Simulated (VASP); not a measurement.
# InSe in VASP: single point with PBE+D3(BJ)

Aim: the single point of InSe with PBE+D3(BJ).

Everything below comes from runs of VASP 6.6.1. Logs are shortened: lines on timing, memory, paths and dates and some standing lists are left out, and cuts for length are marked.

**1. The cell of the first run**

The cell holds a slab with vacuum, 8 atoms: a = 4.027 Å, b = 4.027 Å, c = 28.271 Å, α = 90.00°, β = 90.00°, γ = 120.00°.

**2. Single point, PBE+D3(BJ) (layers slid over each other)**

Input file INCAR:

```
PREC     = Accurate       # precision mode
ENCUT    = 520            # plane-wave cutoff, eV
EDIFF    = 1E-6           # SCF threshold, eV
ISMEAR   = 0              # smearing method
SIGMA    = 0.05           # smearing width, eV
LREAL    = F              # projectors in reciprocal space
LASPH    = T              # aspherical terms in the spheres
NELM     = 100            # most SCF steps
ALGO     = Normal         # electronic algorithm
ISIF     = 2              # what is computed and relaxed
LWAVE    = F              # write WAVECAR
LCHARG   = T              # write CHGCAR
LDIPOL   = T            
IDIPOL   = 3            
DIPOL    = 0.5 0.5 0.413
GGA      = PE             # functional
IVDW     = 12             # dispersion correction
LELF     = T              # ELF
LVHAR    = T            
LVACPOTAV= T            
NBANDS   = 48             # bands
```

Input file KPOINTS:

```
regular mesh
0
Gamma
  9 9 1
```

Input file POSCAR:

```
InSe
1.0
    4.0266103653      0.0000000000      0.0000000000
   -2.0133051827      3.4871468675      0.0000000000
    0.0000000000      0.0000000000     28.2707107737
Se In
4 4
Direct
    0.0000000000      0.0000000000      0.1591753400
    0.0000000000      0.0000000000      0.3496677344
    0.4444444444      0.8888888889      0.4755931145
    0.4444444444      0.8888888889      0.6660855089
    0.6666666667      0.3333333333      0.2049979902
    0.6666666667      0.3333333333      0.3038451596
    1.1111111111      1.2222222222      0.5214157648
    1.1111111111      1.2222222222      0.6202629341
```

Potentials or basis: VASP PAW PBE potentials, release 64 (Se, In_d).

Started as:

```console
cat potpaw_PBE.64/Se/POTCAR potpaw_PBE.64/In_d/POTCAR > POTCAR
mpirun -np 1 vasp_std > vasp.out
```

OUTCAR:

```text
PREC = Accurate
   ENCUT = 520
   EDIFF = 1E-6
   ISMEAR = 0
   LREAL = F
   LASPH = T
   NELM = 100
   ISIF = 2
   GGA = PE
   IVDW = 12
 IVDW          = 12

 ion  position               nearest neighbor table
   1  0.000  0.000  0.159-   5 2.66   5 2.66   5 2.66
   2  0.000  0.000  0.350-   6 2.66   6 2.66   6 2.66
   3  0.444  0.889  0.476-   7 2.66   7 2.66   7 2.66
   4  0.444  0.889  0.666-   8 2.66   8 2.66   8 2.66
   5  0.667  0.333  0.205-   1 2.66   1 2.66   1 2.66   6 2.79
   6  0.667  0.333  0.304-   2 2.66   2 2.66   2 2.66   5 2.79
   7  0.111  0.222  0.521-   3 2.66   3 2.66   3 2.66   8 2.79
   8  0.111  0.222  0.620-   4 2.66   4 2.66   4 2.66   7 2.79

  LATTYP: Found a hexagonal cell.
 ALAT       =     4.0266103653
 C/A-ratio  =     7.0209700490

  Lattice vectors:

 A1 = (   4.0266103653,   0.0000000000,   0.0000000000)
 A2 = (  -2.0133051827,   3.4871468675,   0.0000000000)
 A3 = (   0.0000000000,   0.0000000000,  28.2707107737)

Analysis of symmetry for initial positions (statically):
=====================================================================
 Subroutine PRICEL returns:
 Original cell was already a primitive cell.

 Routine SETGRP: Setting up the symmetry group for a
 hexagonal supercell.

 Subroutine GETGRP returns: Found  2 space group operations
 (whereof  2 operations were pure point group operations)
 out of a pool of 24 trial point group operations.

The static configuration has the point symmetry C_1h.

Analysis of symmetry for dynamics (positions and initial velocities):
=====================================================================
 Subroutine PRICEL returns:
 Original cell was already a primitive cell.

 Routine SETGRP: Setting up the symmetry group for a
 hexagonal supercell.

 Subroutine GETGRP returns: Found  2 space group operations
 (whereof  2 operations were pure point group operations)
 out of a pool of 24 trial point group operations.

The dynamic configuration has the point symmetry C_1h.

 Subroutine INISYM returns: Found  2 space group operations
 (whereof  2 operations are pure point group operations),
 and found     1 'primitive' translations

----------------------------------------------------------------------------------------

                                     Primitive cell

  volume of cell :     396.9598

  direct lattice vectors                    reciprocal lattice vectors
     4.026610365  0.000000000  0.000000000     0.248347843  0.143383694  0.000000000
    -2.013305183  3.487146867  0.000000000     0.000000000  0.286767388  0.000000000
     0.000000000  0.000000000 28.270710774     0.000000000  0.000000000  0.035372298

  length of vectors
     4.026610365  4.026610365 28.270710774     0.286767388  0.286767388  0.035372298

  position of ions in fractional coordinates (direct lattice)
     0.000000000  0.000000000  0.159175340
     0.000000000  0.000000000  0.349667734
     0.444444444  0.888888889  0.475593115
     0.444444444  0.888888889  0.666085509
     0.666666667  0.333333333  0.204997990
     0.666666667  0.333333333  0.303845160
     0.111111111  0.222222222  0.521415765
     0.111111111  0.222222222  0.620262934

  ion indices of the primitive-cell ions
   primitive index   ion index
                 1           1
                 2           2
                 3           3
                 4           4
                 5           5
                 6           6
                 7           7
                 8           8

----------------------------------------------------------------------------------------

 KPOINTS: regular mesh

Automatic generation of k-mesh.
 Grid dimensions read from file:
 generate k-points for:    9    9    1

 Generating k-lattice:

  Cartesian coordinates                     Fractional coordinates (reciprocal lattice)
     0.027594205  0.015931522  0.000000000     0.111111111  0.000000000  0.000000000
     0.000000000  0.031863043  0.000000000     0.000000000  0.111111111  0.000000000
     0.000000000  0.000000000  0.035372298     0.000000000  0.000000000  1.000000000

  Length of vectors
     0.031863043  0.031863043  0.035372298

  Shift w.r.t. Gamma in fractional coordinates (k-lattice)
     0.000000000  0.000000000  0.000000000

 Subroutine IBZKPT returns following result:
 ===========================================

 Found     25 irreducible k-points:

 Following reciprocal coordinates:
            Coordinates               Weight
  0.000000  0.000000  0.000000      1.000000
  0.111111  0.000000  0.000000      4.000000
  0.000000  0.111111  0.000000      2.000000
  0.222222 -0.000000  0.000000      4.000000
  0.000000  0.222222  0.000000      2.000000
  0.333333  0.000000  0.000000      4.000000
[... 16 lines left out ...]
 -0.222222 -0.444444  0.000000      4.000000
  0.444444  0.333333  0.000000      4.000000
   k-points           NKPTS =     25   k-points in BZ     NKDIM =     25   number of bands    NBANDS=     48
   number of dos      NEDOS =    301   number of ions     NIONS =      8
   total plane-waves  NPLWV = 189000
   dimension x,y,z NGX =    30 NGY =   30 NGZ =  210
   dimension x,y,z NGXF=    60 NGYF=   60 NGZF=  420
   ions per type =               4   4
   NGX,Y,Z   is equivalent  to a cutoff of  12.39, 12.39, 12.35 a.u.
   NGXF,Y,Z  is equivalent  to a cutoff of  24.77, 24.77, 24.70 a.u.
 SYSTEM =  unknown system
   PREC   = accura    normal or accurate (medium, high low for compatibility)
   ISTART =      0    job   : 0-new  1-cont  2-samecut
   ICHARG =      2    charge: 1-file 2-atom 10-const
   ISPIN  =      1    spin polarized calculation?
   LNONCOLLINEAR =      F non collinear calculations
   LSORBIT =      F    spin-orbit coupling
   LASPH  =      T    aspherical Exc in radial PAW
   ENCUT  =  520.0 eV  38.22 Ry    6.18 a.u.   7.49  7.49 52.56*2*pi/ulx,y,z
   NELM   =    100;   NELMIN=  2; NELMDL= -5     # of ELM steps
   EDIFF  = 0.1E-05   stopping-criterion for ELM
   LREAL  =      F    real-space projection
   EDIFFG = 0.1E-04   stopping-criterion for IOM
   NSW    =      0    number of steps for IOM
   IBRION =     -1    ionic relax: 0-MD 1-quasi-New 2-CG
   NFREE  =      0    steps in history (QN), initial steepest desc. (CG)
   ISIF   =      2    stress and relaxation
   ISYM   =      2    0-nonsym 1-usesym 2-fastsym
   POTIM  = 0.5000    time-step for ionic-motion
   TEBEG  =    0.0;   TEEND  =   0.0 temperature during run
   PSTRESS=    0.0 pullay stress
   NELECT =      76.0000    total number of electrons
   NUPDOWN=      -1.0000    fix difference up-down
   EMIN   =  10.00;   EMAX   =-10.00  energy-range for DOS
   EFERMI =   0.00;   METHOD = LEGACY
   ISMEAR =     0;   SIGMA  =   0.05  broadening in eV -4-tet -1-fermi 0-gaus
   EFERMI_NEDOS =   21; number of points for ismear=-14 and -15
   IALGO  =     38    algorithm
   IMIX   =      4    mixing-type and parameters
     AMIX     =   0.40;   BMIX     =  1.00
     AMIX_MAG =   1.60;   BMIX_MAG =  1.00
  volume/ion in A,a.u.               =      49.62       334.85
  Fermi-wavevector in a.u.,A,eV,Ry     =   0.943548  1.783047 12.113024  0.890282
  Thomas-Fermi vector in A             =   2.071266
   LORBIT       =      0    0 simple, 1 ext, 2 COOP (PROOUT), +10 PAW based schemes
   GGA     = PE    functional components
   LHFCALC =     F    Hartree Fock is set to
   AEXX    =    0.0000 exact exchange contribution
   IVDW    =    12    specifies the selected vdW correction
   LEPSILON=     F    determine dielectric tensor
   LRPA    =     F    only Hartree local field effects (RPA)
 non-spin polarized calculation
 Gauss-broadening in eV      SIGMA  =   0.05
  energy-cutoff  :      520.00
  volume of cell :      396.96
 maximum number of plane-waves:     10749
 NGX is ok and might be reduce to    30
   NGX = 15   NGY = 15   NGZ =105

 dipolmoment           0.000000      0.000000     -0.000001 electrons x Angstroem

 number of electron      76.0000001 magnetization

 dipolmoment           0.000000      0.000000      0.000061 electrons x Angstroem

 Free energy of the ion-electron system (eV)
  ---------------------------------------------------
  ext. energy  EPLUGINS =         0.00000000
  ---------------------------------------------------
  free energy    TOTEN  =       -28.40328108 eV

  energy without entropy =      -28.40328108  energy(sigma->0) =      -28.40328108

 E-fermi :  -0.0528     XC(G=0):  -5.6878

 val. band max:       -0.2770832782   @ k =   0.0000   0.1111   0.0000
 cond. band min:       0.9494512957   @ k =   0.0000   0.0000   0.0000
 fundamental gap:      1.2265345739
 Fermi energy:        -0.0528033517

 k-point     1 :       0.0000    0.0000    0.0000
  band No.  band energies     occupation
      1     -14.5179      2.00000
      2     -14.5174      2.00000
      3     -14.3346      2.00000
      4     -14.3343      2.00000
      5     -14.3340      2.00000
      6     -14.3339      2.00000
[... 40 lines left out ...]
     47       5.0273      0.00000
     48       5.2037      0.00000

 k-point     2 :       0.1111    0.0000    0.0000
  band No.  band energies     occupation
      1     -14.5173      2.00000
      2     -14.5167      2.00000
      3     -14.3744      2.00000
      4     -14.3733      2.00000
      5     -14.3328      2.00000
      6     -14.3322      2.00000
[... 40 lines left out ...]
     47       5.0930      0.00000
     48       5.1945      0.00000

 k-point     3 :       0.0000    0.1111    0.0000
  band No.  band energies     occupation
      1     -14.5173      2.00000
      2     -14.5167      2.00000
      3     -14.3746      2.00000
      4     -14.3733      2.00000
      5     -14.3325      2.00000
      6     -14.3321      2.00000
[... 40 lines left out ...]
     47       5.0978      0.00000
     48       5.1778      0.00000

 k-point     4 :       0.2222   -0.0000    0.0000
  band No.  band energies     occupation
      1     -14.5298      2.00000
      2     -14.5289      2.00000
      3     -14.4427      2.00000
      4     -14.4412      2.00000
      5     -14.3894      2.00000
      6     -14.3873      2.00000
[... 958 lines left out ...]
     47       5.2734      0.00000
     48       5.3335      0.00000

 k-point    23 :      -0.2222   -0.4444    0.0000
  band No.  band energies     occupation
      1     -14.6234      2.00000
      2     -14.6209      2.00000
      3     -14.5252      2.00000
      4     -14.5228      2.00000
      5     -14.4609      2.00000
      6     -14.4604      2.00000
[... 40 lines left out ...]
     47       5.2976      0.00000
     48       5.3086      0.00000

 k-point    24 :       0.4444    0.3333    0.0000
  band No.  band energies     occupation
      1     -14.6223      2.00000
      2     -14.6217      2.00000
      3     -14.5242      2.00000
      4     -14.5236      2.00000
      5     -14.4610      2.00000
      6     -14.4604      2.00000
[... 40 lines left out ...]
     47       5.3017      0.00000
     48       5.3148      0.00000

 [... further k-points ...]

------------------------ aborting loop because EDIFF is reached ----------------------------------------

 Edisp (eV)   -1.98851

 E8    (eV) :    -0.9324

  FORCE on cell =-STRESS in cart. coord.  units (eV):
  Direction    XX          YY          ZZ          XY          YZ          ZX
  --------------------------------------------------------------------------------------
  -------------------------------------------------------------------------------------
  Total      -0.01951    -0.10680    -0.47200     0.00000    -0.02265     0.00000
  in kB      -0.07874    -0.43106    -1.90505     0.00000    -0.09143     0.00000
  external pressure =       -0.80 kB  Pullay stress =        0.00 kB

 VOLUME and BASIS-vectors are now :
 -----------------------------------------------------------------------------
  energy-cutoff  :      520.00
  volume of cell :      396.96
      direct lattice vectors                 reciprocal lattice vectors
     4.026610365  0.000000000  0.000000000     0.248347843  0.143383694  0.000000000
    -2.013305183  3.487146867  0.000000000     0.000000000  0.286767388  0.000000000
     0.000000000  0.000000000 28.270710774     0.000000000  0.000000000  0.035372298

 POSITION                                       TOTAL-FORCE (eV/Angst)
 -----------------------------------------------------------------------------------
      0.00000      0.00000      4.50000        -0.000000      0.000639     -0.012062
      0.00000      0.00000      9.88536        -0.000000      0.009117      0.073385
     -0.00000      3.09969     13.44536         0.000000     -0.001671     -0.074169
     -0.00000      3.09969     18.83071        -0.000000      0.000297      0.011919
      2.01331      1.16238      5.79544        -0.000000      0.001213      0.014773
      2.01331      1.16238      8.58992         0.000000     -0.005598      0.023771
     -0.00000      0.77492     14.74079         0.000000     -0.004455     -0.022795
     -0.00000      0.77492     17.53527        -0.000000      0.000458     -0.014823
 -----------------------------------------------------------------------------------
    total drift:                               -0.000000     -0.000346     -0.000359

  FREE ENERGIE OF THE ION-ELECTRON SYSTEM (eV)
  ---------------------------------------------------
  free  energy   TOTEN  =       -30.3917927138 eV

  energy  without entropy=      -30.3917927138  energy(sigma->0) =      -30.39179271

 vacuum level on the upper side and lower side of the slab         5.489         5.488
```

It took 13 min on 1 thread of Intel Xeon Platinum 8375C at 2.90GHz (Ice Lake), shared host; peak memory 0.66 GiB.

Results:

```yaml
Free_energy: -30.3918 eV
Largest_force: 0.074 eV/Å
Band_gap_on_the_k_mesh: 1.23 eV (least direct gap 1.27 eV)
Dispersion_energy_per_atom: -0.249 eV
```

Forces in eV/Å, atoms in the order of the input:
```
Se   0.000  0.001 -0.012
Se   0.000  0.009  0.073
Se   0.000 -0.002 -0.074
Se   0.000  0.000  0.012
In   0.000  0.001  0.015
In   0.000 -0.006  0.024
In   0.000 -0.004 -0.023
In   0.000  0.000 -0.015
```

Levels at points of the mesh, in eV from the valence-band top:
```
           k point  band 34  band 35  band 36  band 37  band 38  band 39  band 40  band 41  band 42  band 43
(0.00, 0.00, 0.00)    -0.62    -0.61    -0.57    -0.57    -0.04     1.23     1.69     2.60     2.65     4.83
```

Caveat: the cell differs from its parent crystal (layers slid over each other); spin-orbit coupling is left out, which moves the levels of the heavy elements.
